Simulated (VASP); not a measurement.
# Ir (Pmma) in VASP: notebook

Ir is run at these levels: PBEsol; tasks: single point.

Program: VASP 6.6.1. These are calculated values, not measurements. Logs are shortened: lines on timing, memory, paths and dates and some standing lists are left out, and cuts for length are marked.

### Step 1. The cell of the first run

It takes space group Pmma (No. 51, orthorhombic). Conventional cell: a = 12.238 Å, b = 2.233 Å, c = 7.193 Å, α = 90.00°, β = 90.00°, γ = 90.00°. Ir (site symmetry mm2) has 2 Ir at 2.23 Å within 3.0 Å.

### Step 2. Single point, PBEsol

The input, INCAR:

```
SYSTEM = Ir
PREC = Accurate ; ENCUT = 520
EDIFF = 1E-6 ; ISMEAR = 1
SIGMA = 0.1 ; LREAL = .FALSE.
LASPH = .TRUE. ; NELM = 80
ALGO = Normal ; ISIF = 2
LWAVE = .FALSE. ; LCHARG = .FALSE.
GGA = PS ; NBANDS = 16
```

The input, KPOINTS:

```
regular mesh
0
G
  1 5 2
  0 0 0
```

The input, POSCAR:

```
Ir
1.0
   12.2384552500      0.0000000000      0.0000000000
    0.0000000000      2.2334312600      0.0000000000
    0.0000000000      0.0000000000      7.1930008000
Ir
2
Direct
    0.2500000000      0.0000000000      0.1639884000
    0.7500000000      0.0000000000      0.8360116000
```

Potentials or basis: VASP PAW PBE potentials, release 64 (Ir).

The run is started by

```sh
> cat potpaw_PBE.64/Ir/POTCAR > POTCAR
> mpirun -np 1 vasp_std > vasp.out
```

OUTCAR:

```text
SYSTEM = Ir
   PREC = Accurate
   ENCUT = 520
   EDIFF = 1E-6
   ISMEAR = 1
   LREAL = .FALSE.
   LASPH = .TRUE.
   NELM = 80
   ISIF = 2
   GGA = PS

 ion  position               nearest neighbor table
   1  0.250  0.000  0.164-
   2  0.750  0.000  0.836-

  LATTYP: Found a simple orthorhombic cell.
 ALAT       =     2.2334312600
 B/A-ratio  =     3.2206054105
 C/A-ratio  =     5.4796650648

  Lattice vectors:

 A1 = (   0.0000000000,   2.2334312600,   0.0000000000)
 A2 = (   0.0000000000,   0.0000000000,   7.1930008000)
 A3 = (  12.2384552500,   0.0000000000,   0.0000000000)

Analysis of symmetry for initial positions (statically):
=====================================================================
 Subroutine PRICEL returns:
 Original cell was already a primitive cell.

 Routine SETGRP: Setting up the symmetry group for a
 simple orthorhombic supercell.

 Subroutine GETGRP returns: Found  8 space group operations
 (whereof  4 operations were pure point group operations)
 out of a pool of  8 trial point group operations.

The static configuration has the point symmetry C_2h.
 The point group associated with its full space group is D_2h.

Analysis of symmetry for dynamics (positions and initial velocities):
=====================================================================
 Subroutine PRICEL returns:
 Original cell was already a primitive cell.

 Routine SETGRP: Setting up the symmetry group for a
 simple orthorhombic supercell.

 Subroutine GETGRP returns: Found  8 space group operations
 (whereof  4 operations were pure point group operations)
 out of a pool of  8 trial point group operations.

The dynamic configuration has the point symmetry C_2h.
 The point group associated with its full space group is D_2h.

 Subroutine INISYM returns: Found  8 space group operations
 (whereof  4 operations are pure point group operations),
 and found     1 'primitive' translations

----------------------------------------------------------------------------------------

                                     Primitive cell

  volume of cell :     196.6117

  direct lattice vectors                    reciprocal lattice vectors
    12.238455250  0.000000000  0.000000000     0.081709659  0.000000000  0.000000000
     0.000000000  2.233431260  0.000000000     0.000000000  0.447741562  0.000000000
     0.000000000  0.000000000  7.193000800     0.000000000  0.000000000  0.139024036

  length of vectors
    12.238455250  2.233431260  7.193000800     0.081709659  0.447741562  0.139024036

  position of ions in fractional coordinates (direct lattice)
     0.250000000  0.000000000  0.163988400
     0.750000000  0.000000000  0.836011600

  ion indices of the primitive-cell ions
   primitive index   ion index
                 1           1
                 2           2

----------------------------------------------------------------------------------------

 KPOINTS: regular mesh

Automatic generation of k-mesh.
 Grid dimensions read from file:
 generate k-points for:    1    5    2

 Generating k-lattice:

  Cartesian coordinates                     Fractional coordinates (reciprocal lattice)
     0.081709659  0.000000000  0.000000000     1.000000000  0.000000000  0.000000000
     0.000000000  0.089548312  0.000000000     0.000000000  0.200000000  0.000000000
     0.000000000  0.000000000  0.069512018     0.000000000  0.000000000  0.500000000

  Length of vectors
     0.081709659  0.089548312  0.069512018

  Shift w.r.t. Gamma in fractional coordinates (k-lattice)
     0.000000000  0.000000000  0.000000000

 Subroutine IBZKPT returns following result:
 ===========================================

 Found      6 irreducible k-points:

 Following reciprocal coordinates:
            Coordinates               Weight
  0.000000  0.000000  0.000000      1.000000
  0.000000  0.200000  0.000000      2.000000
  0.000000  0.400000  0.000000      2.000000
  0.000000  0.000000  0.500000      1.000000
  0.000000  0.200000  0.500000      2.000000
  0.000000  0.400000  0.500000      2.000000
   k-points           NKPTS =      6   k-points in BZ     NKDIM =      6   number of bands    NBANDS=     16
   number of dos      NEDOS =    301   number of ions     NIONS =      2
   total plane-waves  NPLWV =  93312
   dimension x,y,z NGX =    96 NGY =   18 NGZ =   54
   dimension x,y,z NGXF=   192 NGYF=   36 NGZF=  108
   ions per type =               2
   NGX,Y,Z   is equivalent  to a cutoff of  13.04, 13.40, 12.48 a.u.
   NGXF,Y,Z  is equivalent  to a cutoff of  26.08, 26.80, 24.96 a.u.
 SYSTEM =  Ir
   PREC   = accura    normal or accurate (medium, high low for compatibility)
   ISTART =      0    job   : 0-new  1-cont  2-samecut
   ICHARG =      2    charge: 1-file 2-atom 10-const
   ISPIN  =      1    spin polarized calculation?
   LNONCOLLINEAR =      F non collinear calculations
   LSORBIT =      F    spin-orbit coupling
   LASPH  =      T    aspherical Exc in radial PAW
   ENCUT  =  520.0 eV  38.22 Ry    6.18 a.u.  22.76  4.15 13.37*2*pi/ulx,y,z
   NELM   =     80;   NELMIN=  2; NELMDL= -5     # of ELM steps
   EDIFF  = 0.1E-05   stopping-criterion for ELM
   LREAL  =      F    real-space projection
   EDIFFG = 0.1E-04   stopping-criterion for IOM
   NSW    =      0    number of steps for IOM
   IBRION =     -1    ionic relax: 0-MD 1-quasi-New 2-CG
   NFREE  =      0    steps in history (QN), initial steepest desc. (CG)
   ISIF   =      2    stress and relaxation
   ISYM   =      2    0-nonsym 1-usesym 2-fastsym
   POTIM  = 0.5000    time-step for ionic-motion
   TEBEG  =    0.0;   TEEND  =   0.0 temperature during run
   PSTRESS=    0.0 pullay stress
   NELECT =      18.0000    total number of electrons
   NUPDOWN=      -1.0000    fix difference up-down
   EMIN   =  10.00;   EMAX   =-10.00  energy-range for DOS
   EFERMI =   0.00;   METHOD = LEGACY
   ISMEAR =     1;   SIGMA  =   0.10  broadening in eV -4-tet -1-fermi 0-gaus
   EFERMI_NEDOS =   21; number of points for ismear=-14 and -15
   IALGO  =     38    algorithm
   IMIX   =      4    mixing-type and parameters
     AMIX     =   0.40;   BMIX     =  1.00
     AMIX_MAG =   1.60;   BMIX_MAG =  1.00
  volume/ion in A,a.u.               =      98.31       663.40
  Fermi-wavevector in a.u.,A,eV,Ry     =   0.737841  1.394317  7.407131  0.544409
  Thomas-Fermi vector in A             =   1.831619
   LORBIT       =      0    0 simple, 1 ext, 2 COOP (PROOUT), +10 PAW based schemes
   GGA     = PS    functional components
   LHFCALC =     F    Hartree Fock is set to
   AEXX    =    0.0000 exact exchange contribution
   IVDW    =     0    specifies the selected vdW correction
   LEPSILON=     F    determine dielectric tensor
   LRPA    =     F    only Hartree local field effects (RPA)
 non-spin polarized calculation
 Methfessel and Paxton  Order N= 1 SIGMA  =   0.10
  energy-cutoff  :      520.00
  volume of cell :      196.61
 maximum number of plane-waves:      5318
 NGX is ok and might be reduce to    90
   NGX = 45   NGY =  9   NGZ = 27

 number of electron      18.0000000 magnetization

 Free energy of the ion-electron system (eV)
  ---------------------------------------------------
  ext. energy  EPLUGINS =         0.00000000
  ---------------------------------------------------
  free energy    TOTEN  =       -11.53692552 eV

  energy without entropy =      -11.49477064  energy(sigma->0) =      -11.52287390

 E-fermi :  -3.6870     XC(G=0):  -4.1484

 val. band max:       -3.7006407330   @ k =   0.0000   0.4000   0.5000
 cond. band min:      -3.0610845311   @ k =   0.0000   0.4000   0.0000
 fundamental gap:      0.6395562020
 Fermi energy:        -3.6870247826

 k-point     1 :       0.0000    0.0000    0.0000
  band No.  band energies     occupation
      1     -11.1166      2.00000
      2     -11.1162      2.00000
      3      -5.8577      2.00000
      4      -5.8000      2.00000
      5      -5.2363      2.00000
      6      -5.2326      2.00000
[... 8 lines left out ...]
     15      -0.3859      0.00000
     16      -0.2777      0.00000

 k-point     2 :       0.0000    0.2000    0.0000
  band No.  band energies     occupation
      1      -7.6061      2.00000
      2      -7.6056      2.00000
      3      -4.9055      2.00000
      4      -4.8537      2.00000
      5      -4.7989      2.00000
      6      -4.7895      2.00000
[... 8 lines left out ...]
     15       2.1292      0.00000
     16       2.2869      0.00000

 k-point     3 :       0.0000    0.4000    0.0000
  band No.  band energies     occupation
      1      -7.8250      2.00000
      2      -7.8242      2.00000
      3      -7.8240      2.00000
      4      -7.8236      2.00000
      5      -3.7033      1.27170
      6      -3.7024      1.25721
[... 8 lines left out ...]
     15       5.7430      0.00000
     16       5.9115      0.00000

 k-point     4 :       0.0000    0.0000    0.5000
  band No.  band energies     occupation
      1     -11.1165      2.00000
      2     -11.1161      2.00000
      3      -5.8295      2.00000
      4      -5.7878      2.00000
      5      -5.2325      2.00000
      6      -5.2316      2.00000
[... 8 lines left out ...]
     15      -0.7765      0.00000
     16      -0.3797      0.00000

 k-point     5 :       0.0000    0.2000    0.5000
  band No.  band energies     occupation
      1      -7.6059      2.00000
      2      -7.6055      2.00000
      3      -4.8810      2.00000
      4      -4.8426      2.00000
      5      -4.7971      2.00000
      6      -4.7940      2.00000
[... 8 lines left out ...]
     15       1.4906      0.00000
     16       2.0436      0.00000

 k-point     6 :       0.0000    0.4000    0.5000
  band No.  band energies     occupation
      1      -7.8249      2.00000
      2      -7.8246      2.00000
      3      -7.8245      2.00000
      4      -7.8237      2.00000
      5      -3.7024      1.25684
      6      -3.7022      1.25368
[... 8 lines left out ...]
     15       5.0663      0.00000
     16       5.6429      0.00000

------------------------ aborting loop because EDIFF is reached ----------------------------------------

  FORCE on cell =-STRESS in cart. coord.  units (eV):
  Direction    XX          YY          ZZ          XY          YZ          ZX
  --------------------------------------------------------------------------------------
  -------------------------------------------------------------------------------------
  Total       -0.0165478     -0.2394728     -0.0112613      0.0000000      0.0000000      0.0000000
  in kB       -0.1348471     -1.9514499     -0.0917675      0.0000000      0.0000000      0.0000000
  external PRESSURE =      -0.7260215 kB  Pullay stress =       0.0000000 kB

 VOLUME and BASIS-vectors are now :
 -----------------------------------------------------------------------------
  energy-cutoff  :      520.00
  volume of cell :      196.61
      direct lattice vectors                 reciprocal lattice vectors
    12.238455250  0.000000000  0.000000000     0.081709659  0.000000000  0.000000000
     0.000000000  2.233431260  0.000000000     0.000000000  0.447741562  0.000000000
     0.000000000  0.000000000  7.193000800     0.000000000  0.000000000  0.139024036

 POSITION                                       TOTAL-FORCE (eV/Angst)
 -----------------------------------------------------------------------------------
      3.05961      0.00000      1.17957        -0.000000      0.000000     -0.000221
      9.17884      0.00000      6.01343         0.000000      0.000000      0.000221
 -----------------------------------------------------------------------------------
    total drift:                                0.000000      0.000000     -0.000000

  FREE ENERGIE OF THE ION-ELECTRON SYSTEM (eV)
  ---------------------------------------------------
  free  energy   TOTEN  =       -11.5369255208 eV

  energy  without entropy=      -11.4947706438  energy(sigma->0) =      -11.52287390
```

It took 30 s on 1 thread of Intel Xeon 8259CL, shared host; peak memory 0.28 GiB.

What came out:

* Free energy: -11.5369 eV
* Pressure: -0.1 GPa
* Band gap on the k mesh: zero (band 9 reaches -1.09 eV, above the bottom of band 10 at -4.70 eV)

Levels at points of the mesh, in eV from the Fermi level:
| k point | band 6 | band 7 | band 8 | band 9 | band 10 | band 11 |
| --- | --- | --- | --- | --- | --- | --- |
| (0.00, 0.00, 0.00) | -1.55 | -1.54 | -1.54 | 2.59 | 2.59 | 2.59 |
| (0.00, 0.00, 0.50) | -1.54 | -1.54 | -1.54 | 2.59 | 2.59 | 2.59 |

Caveat: the k points lie up to 0.56 Å⁻¹ apart; the PAW data sets were made with another functional, which shifts forces and pressure a little; spin-orbit coupling is left out, which moves the levels of the heavy elements.

### Step 3. Single point, PBEsol

The input, INCAR:

```
SYSTEM = Ir
PREC = Accurate
ENCUT = 520
EDIFF = 1E-7
ISMEAR = 1
SIGMA = 0.1
LREAL = .False.
LASPH = .True.
NELM = 60
ALGO = Normal
ISIF = 2
LWAVE = .False.
LCHARG = .False.
GGA = PS
NBANDS = 16
```

The input, KPOINTS:

```
regular mesh
0
Gamma
  2 8 3
  0 0 0
```

POSCAR is that of step 2.

Potentials or basis: VASP PAW PBE potentials, release 64 (Ir).

The run is started by

```sh
> cat potpaw_PBE.64/Ir/POTCAR > POTCAR
> mpirun -np 1 vasp_std > vasp.out
```

OUTCAR:

```text
SYSTEM = Ir
   PREC = Accurate
   ENCUT = 520
   EDIFF = 1E-7
   ISMEAR = 1
   LREAL = .False.
   LASPH = .True.
   NELM = 60
   ISIF = 2
   GGA = PS

 ion  position               nearest neighbor table
   1  0.250  0.000  0.164-
   2  0.750  0.000  0.836-

  LATTYP: Found a simple orthorhombic cell.
 ALAT       =     2.2334312600
 B/A-ratio  =     3.2206054105
 C/A-ratio  =     5.4796650648

  Lattice vectors:

 A1 = (   0.0000000000,   2.2334312600,   0.0000000000)
[... 561 lines left out ...]

------------------------ aborting loop because EDIFF is reached ----------------------------------------

  FORCE on cell =-STRESS in cart. coord.  units (eV):
  Direction    XX          YY          ZZ          XY          YZ          ZX
  --------------------------------------------------------------------------------------
  -------------------------------------------------------------------------------------
  Total       -0.0392819      3.5797086     -0.0279093      0.0000000      0.0000000      0.0000000
  in kB       -0.3201057     29.1708417     -0.2274315      0.0000000      0.0000000      0.0000000
  external PRESSURE =       9.5411015 kB  Pullay stress =       0.0000000 kB

 VOLUME and BASIS-vectors are now :
 -----------------------------------------------------------------------------
  energy-cutoff  :      520.00
  volume of cell :      196.61
      direct lattice vectors                 reciprocal lattice vectors
    12.238455250  0.000000000  0.000000000     0.081709659  0.000000000  0.000000000
     0.000000000  2.233431260  0.000000000     0.000000000  0.447741562  0.000000000
     0.000000000  0.000000000  7.193000800     0.000000000  0.000000000  0.139024036

 POSITION                                       TOTAL-FORCE (eV/Angst)
 -----------------------------------------------------------------------------------
      3.05961      0.00000      1.17957         0.000000      0.000000     -0.001228
      9.17884      0.00000      6.01343         0.000000      0.000000      0.001228
 -----------------------------------------------------------------------------------
    total drift:                                0.000000      0.000000     -0.000000

  FREE ENERGIE OF THE ION-ELECTRON SYSTEM (eV)
  ---------------------------------------------------
  free  energy   TOTEN  =       -10.5817572606 eV

  energy  without entropy=      -10.5465940292  energy(sigma->0) =      -10.57003618
```

OSZICAR:

```text
N       E                     dE             d eps       ncg     rms          rms(c)
DAV:   1     0.119565567178E+03    0.11957E+03   -0.58767E+03   640   0.829E+02
DAV:   2     0.787701994568E-02   -0.11956E+03   -0.10475E+03   752   0.204E+02
DAV:   3    -0.111052390788E+02   -0.11113E+02   -0.10294E+02   896   0.605E+01
DAV:   4    -0.112547306200E+02   -0.14949E+00   -0.14882E+00   736   0.958E+00
DAV:   5    -0.112576236842E+02   -0.28931E-02   -0.28926E-02   824   0.104E+00    0.126E+01
DAV:   6    -0.106943614279E+02    0.56326E+00   -0.60935E-01   736   0.728E+00    0.678E+00
DAV:   7    -0.105917012955E+02    0.10266E+00   -0.32755E-01   792   0.516E+00    0.166E+00
DAV:   8    -0.105841430716E+02    0.75582E-02   -0.23182E-02   680   0.122E+00    0.631E-01
DAV:   9    -0.105851024091E+02   -0.95934E-03   -0.39041E-03   664   0.420E-01    0.719E-01
DAV:  10    -0.105821896101E+02    0.29128E-02   -0.17465E-03   720   0.268E-01    0.927E-02
DAV:  11    -0.105818171706E+02    0.37244E-03   -0.14904E-04   768   0.857E-02    0.542E-02
DAV:  12    -0.105817779956E+02    0.39175E-04   -0.56906E-05   696   0.500E-02    0.482E-02
DAV:  13    -0.105817637572E+02    0.14238E-04   -0.87977E-06   664   0.225E-02    0.176E-02
DAV:  14    -0.105817590417E+02    0.47155E-05   -0.23716E-06   664   0.104E-02    0.394E-03
DAV:  15    -0.105817578553E+02    0.11864E-05   -0.59385E-07   648   0.649E-03    0.725E-03
DAV:  16    -0.105817573222E+02    0.53308E-06   -0.64322E-07   656   0.474E-03    0.168E-03
DAV:  17    -0.105817572606E+02    0.61586E-07   -0.25810E-08   576   0.149E-03
   1 F= -.10581757E+02 E0= -.10570036E+02  d E =-.351632E-01
```

stdout:

```text
POSCAR found type information on POSCAR Ir
 POSCAR found :  1 types and       2 ions
 scaLAPACK will be used
 -----------------------------------------------------------------------------
|                                                                             |
|                                                                             |
|     You enforced a specific xc type in the INCAR file but a different       |
|     I HOPE YOU KNOW WHAT YOU ARE DOING!                                     |
|                                                                             |
 -----------------------------------------------------------------------------

 LDA part: xc-table for (Slater+PW92), standard interpolation
 POSCAR, INCAR and KPOINTS ok, starting setup
 FFT: planning ... GRIDC
 FFT: planning ... GRID_SOFT
 FFT: planning ... GRID
 WAVECAR not read
 entering main loop
```

Wall time 1.8 min (1 thread of Intel Xeon 8259CL, shared host); peak memory 0.3 GiB.

Results:

```
Free energy            : -10.5818 eV
Pressure               : 1.0 GPa
Band gap on the k mesh : zero (band 9 reaches -1.32 eV, above the bottom of band 10 at -4.38 eV)
```

Caveat: the PAW data sets were made with another functional, which shifts forces and pressure a little; spin-orbit coupling is left out, which moves the levels of the heavy elements.

### Step 4. Single point, PBEsol

The input, INCAR:

```
PREC = Accurate ; ENCUT = 520
EDIFF = 1E-6 ; ISMEAR = 1
SIGMA = 0.1 ; LREAL = False
LASPH = True ; NELM = 60
ALGO = Normal ; ISIF = 2
LWAVE = False ; LCHARG = True
GGA = PS ; LELF = True
LVHAR = True ; NBANDS = 16
```

The input, KPOINTS:

```
regular mesh
0
Gamma
  2 10 3
```

POSCAR is that of step 3.

The run is started by

```sh
> cat potpaw_PBE.64/Ir/POTCAR > POTCAR
> mpirun -np 1 vasp_std > vasp.out
```

Run time: 1.7 min. Hardware: 1 thread of Intel Xeon 8259CL, shared host; peak memory 0.32 GiB.

It converged, with:

| Item | Value |
| --- | --- |
| Free energy | -10.7683 eV |
| Pressure | 0.7 GPa |
| Band gap on the k mesh | zero (band 9 reaches -1.07 eV, above the bottom of band 10 at -4.51 eV) |

Stress tensor (GPa, compression positive):
```
-0.03  0.00  0.00
 0.00  2.25  0.00
 0.00  0.00 -0.02
```

Levels at points of the mesh, in eV from the Fermi level:
```
           k point  band 4  band 5  band 6  band 7  band 8  band 9  band 10  band 11  band 12  band 13
(0.00, 0.00, 0.00)   -2.37   -1.70   -1.70   -1.69   -1.69    2.28     2.28     2.28     2.28     2.41
(0.50, 0.00, 0.00)   -2.40   -1.70   -1.70   -1.69   -1.69    2.28     2.28     2.28     2.28     2.69
(0.00, 0.50, 0.00)   -4.93    0.07    0.07    0.07    0.07    0.92     0.93     5.56     5.62    10.04
(0.50, 0.50, 0.00)   -4.93    0.07    0.07    0.07    0.07    0.92     0.92     5.58     5.58    10.27
```

Caveat: the PAW data sets were made with another functional, which shifts forces and pressure a little; spin-orbit coupling is left out, which moves the levels of the heavy elements.

### Step 5. The runs side by side

```tsv
k mesh	gap on the mesh (eV)	pressure (GPa)
1 × 5 × 2	none	-0.1
2 × 8 × 3	none	1.0
2 × 10 × 3	none	0.7
```

Alike in all rows: task single point; level PBEsol; potentials or basis VASP PAW PBE potentials, release 64 (Ir); no spin polarisation; cell as given; cutoff (eV) 520; smearing methfessel-paxton 0.1 eV.

Caveats: some runs use coarse meshes; the PAW data sets were made with another functional, which shifts forces and pressure a little; spin-orbit coupling is left out, which moves the levels of the heavy elements.

Total energies depend on the potentials used, so only differences within one code and one set of settings carry meaning.
